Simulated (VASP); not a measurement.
Here is a VASP 6.6.1 calculation.

INCAR

```
  ALGO = Normal
  EDIFF = 1E-7
  EDIFFG = -0.04
  ENCUT = 600
  GGA = PE
  IBRION = 2
  ISIF = 3
  ISMEAR = 0
  LASPH = True
  LCHARG = False
  LREAL = False
  LWAVE = False
  NELM = 100
  NSW = 90
  PREC = Accurate
  SIGMA = 0.1
```

The input KPOINTS:

```
k-points
0
Gamma
  4 4 4
```

Contents of POSCAR:

```
ScNi3Ir
1.0
    3.8859229150      0.0000000000      0.0000000000
    0.0000000000      3.8859229150      0.0000000000
    0.0000000000      0.0000000000      3.8859229150
Sc Ni Ir
1 3 1
Direct
    0.0000000000      0.0000000000      0.0000000000
    0.0000000000      0.5000000000      0.5000000000
    0.5000000000      0.0000000000      0.5000000000
    0.5000000000      0.5000000000      0.0000000000
    0.5000000000      0.5000000000      0.5000000000
```

Potentials or basis: VASP PAW PBE potentials, release 64 (Sc_sv, Ni, Ir).

Command:

```bash
$ cat potpaw_PBE.64/Sc_sv/POTCAR potpaw_PBE.64/Ni/POTCAR potpaw_PBE.64/Ir/POTCAR > POTCAR
$ mpirun -np 1 vasp_std > vasp.out
```

(1) What does it give for the space group after relaxing (to 0.05 Å)?

(2) Predict the band gap on the k mesh.

(3) What does it give for the relaxed cell?

## Answers

(1) Pm-3m (No. 221).

(2) zero (band 25 reaches 5.91 eV, above the bottom of band 26 at 5.04 eV).

(3) a = 4.502 Å, b = 4.502 Å, c = 4.502 Å, α = 90.00°, β = 90.00°, γ = 90.00°.

Caveat: the k points lie up to 0.35 Å⁻¹ apart in the final cell; spin-orbit coupling is left out, which moves the levels of the heavy elements.
